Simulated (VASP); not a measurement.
Input of a VASP 6.6.1 run:

File INCAR:

```
  ALGO = Normal
  EDIFF = 1E-7
  EDIFFG = -0.025
  ENCUT = 520
  GGA = PE
  GGA_COMPAT = F
  IBRION = 2
  ISIF = 2
  ISMEAR = 0
  LASPH = T
  LCHARG = F
  LREAL = F
  LWAVE = F
  NELM = 120
  NELMIN = 4
  NSW = 65
  PREC = Accurate
  SIGMA = 0.01
```

KPOINTS

```
k-points
0
Gamma
  2 2 2
```

POSCAR

```
Si16C
1.0
    0.0000000000      5.4696766500     -5.4696766500
    5.4696766500      5.4696766500      0.0000000000
    5.4696766500      0.0000000000     -5.4696766500
Si C
16 1
Direct
    0.1251332242      0.1294000457      0.1228734897
    0.1289098823      0.6229653050      0.1240651673
    0.6355214195      0.1161303573      0.1267064039
    0.6250000000      0.6250000000      0.1250000000
    0.1235102353      0.1332988601      0.6149472282
    0.1250000000      0.6250000000      0.6250000000
    0.6250000000      0.1250000000      0.6250000000
    0.6250000000      0.6250000000      0.6250000000
    0.2498865197      0.7569182550      0.2572179299
    0.2500000000      0.2500000000      0.2500000000
    0.7377300407      0.7585216119      0.2697818318
    0.7481623963      0.2468317562      0.2370029002
    0.2434845634      0.7481930857      0.7560337861
    0.2445467565      0.2434426892      0.7448260174
    0.7500000000      0.7500000000      0.7500000000
    0.7413715732      0.2678315994      0.7451375741
    0.0041069836     -0.0074419423      0.0127708089
```

Potentials or basis: VASP PAW PBE potentials, release 64 (Si, C).

The run is started by

```console
$ cat potpaw_PBE.64/Si/POTCAR potpaw_PBE.64/C/POTCAR > POTCAR
$ mpirun -np 1 vasp_std > vasp.out
```

Q: Predict the energy gained by relaxing.

A: 55.9 meV/atom.

Q: Estimate the band gap on the k mesh.

A: 0.06 eV.

Stress tensor (GPa, compression positive):
```
 1.42 -0.39 -0.39
-0.39  1.48  0.35
-0.39  0.35  1.46
```

Caveat: the k points lie up to 0.50 Å⁻¹ apart; the cell differs from its parent crystal (with an interstitial atom); semilocal functionals underestimate gaps, and a narrow one can read as zero.
